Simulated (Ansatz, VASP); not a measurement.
**One calculation of TePb, two programs**

The input INCAR:

```
PREC     = Accurate       # precision mode
ENCUT    = 520            # plane-wave cutoff, eV
EDIFF    = 1E-6           # SCF threshold, eV
ISMEAR   = 0              # smearing method
SIGMA    = 0.019000000000000003 # smearing width, eV
LREAL    = F              # projectors in reciprocal space
LASPH    = T              # aspherical terms in the spheres
NELM     = 100            # most SCF steps
ALGO     = Normal         # electronic algorithm
ISIF     = 2              # what is computed and relaxed
LWAVE    = F              # write WAVECAR
LCHARG   = T              # write CHGCAR
GGA      = PE             # functional
LELF     = T              # ELF
LVHAR    = T            
NBANDS   = 17             # bands
```

File KPOINTS:

```
Automatic mesh
0
Gamma
  7 7 7
```

File POSCAR:

```
TePb
1.0
    0.0000000000      3.2310000000      3.2310000000
    3.2310000000      0.0000000000      3.2310000000
    3.2310000000      3.2310000000      0.0000000000
Pb Te
1 1
Direct
    0.0000000000      0.0000000000      0.0000000000
    0.5000000000      0.5000000000      0.5000000000
```

File input.yaml:

```yaml
crystal:
  lattice:
    - [0.0, 3.231, 3.231]
    - [3.231, 0.0, 3.231]
    - [3.231, 3.231, 0.0]
  atoms:
    - { symbol: Pb, position: [0.0, 0.0, 0.0] }
    - { symbol: Te, position: [0.5, 0.5, 0.5] }
kpoints:
  mp_grid: { grid: [7, 7, 7] }
scf:
  occupations: { method: gaussian, width: 0.019 }
hamiltonian:
  xc: pbe
  pseudopotentials: { kind: all_electron, lapw: { basis_error: 0.001 } }
output:
  forces: true
  stress: true
  eigenvalues: true
```

Alike in both runs: task single point; functional PBE; k mesh 7 × 7 × 7; occupations gaussian, width 0.019 eV; no spin polarisation.

```csv
,VASP,Ansatz
version,VASP 6.6.1,Ansatz 0.2.0
potentials or method,"VASP PAW PBE potentials, release 64 (Pb_d, Te), cutoff 520 eV","all-electron LAPW, scalar-relativistic"
```

```tsv
	VASP	Ansatz	Ansatz less VASP
pressure (GPa)	2.1	2.1	+0.07
```

Ansatz ran all-electron here, and VASP with PAW potentials.

Spin-orbit coupling is off throughout.
